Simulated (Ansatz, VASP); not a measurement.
One calculation of Fe, two programs

Contents of INCAR:

```
ALGO = Normal
EDIFF = 1E-6
EDIFFG = -0.01
ENCUT = 600
GGA = PE
IBRION = 2
ISIF = 3
ISMEAR = -1
ISPIN = 2
IVDW = 12
LASPH = T
LCHARG = F
LMAXMIX = 4
LORBIT = 11
LREAL = F
LWAVE = F
MAGMOM = 3
NELM = 150
NSW = 60
PREC = Accurate
SIGMA = 0.05
```

The input KPOINTS:

```
k-points
0
Gamma
  13 13 13
```

The input POSCAR:

```
Fe
1.0
   -1.4430000000      1.4430000000      1.4430000000
    1.4430000000     -1.4430000000      1.4430000000
    1.4430000000      1.4430000000     -1.4430000000
Fe
1
Direct
    0.0000000000      0.0000000000      0.0000000000
```

input.yaml

```yaml
crystal:
  lattice:
    - [-1.443, 1.443, 1.443]
    - [1.443, -1.443, 1.443]
    - [1.443, 1.443, -1.443]
  atoms:
    - { symbol: Fe, position: [0.0, 0.0, 0.0], spin: 3.0 }
hamiltonian:
  xc: pbe
  pseudopotentials: { kind: paw }
  dispersion: d3bj
magnetization:
  spin_polarized: true
kpoints:
  mp_grid: { grid: [13, 13, 13] }
scf:
  occupations: { method: fermi_dirac, width: 0.05 }
output:
  forces: true
  stress: true
relax:
  f_tol: 0.01
  max_steps: 40
  cell: { stress_tol: 0.05 }
```

Alike in both runs: task relaxation of cell and atoms; functional PBE; dispersion D3(BJ); k mesh 13 × 13 × 13; occupations fermi-dirac, width 0.05 eV; collinear spin.

|  | VASP | Ansatz |
| --- | --- | --- |
| version | VASP 6.6.1 | Ansatz 0.2.0 |
| potentials or method | VASP PAW PBE potentials, release 64 (Fe) | Ansatz PAW |
| plane-wave cutoff (eV) | 600 | 420 |
| valence electrons in the cell | 8 | 16 |

Ansatz gave:

| Item | Value |
| --- | --- |
| net moment per atom (μB) | 2.08 |
| size of the moment on the site where the two differ most (μB) | 2.12 |
| relaxed volume (Å³/atom) | 11.02 |
| relaxed cell length with the largest relative difference (Å) | 2.428 |

Question: Estimate VASP's values.

Answer: net moment per atom (μB): 2.09; size of the moment on the site where the two differ most (μB): 2.09; relaxed volume (Å³/atom): 11.00; relaxed cell length with the largest relative difference (Å): 2.426.

Site moments also hang on the region over which each program counts them. VASP's potentials hold 8 valence electrons a cell and Ansatz's 16, so a difference there can come from the potentials and not from the codes.

Noted on Ansatz's run: the plane-wave basis is chosen anew once the cell has moved, so the energies of steps on either side of that aren't comparable.
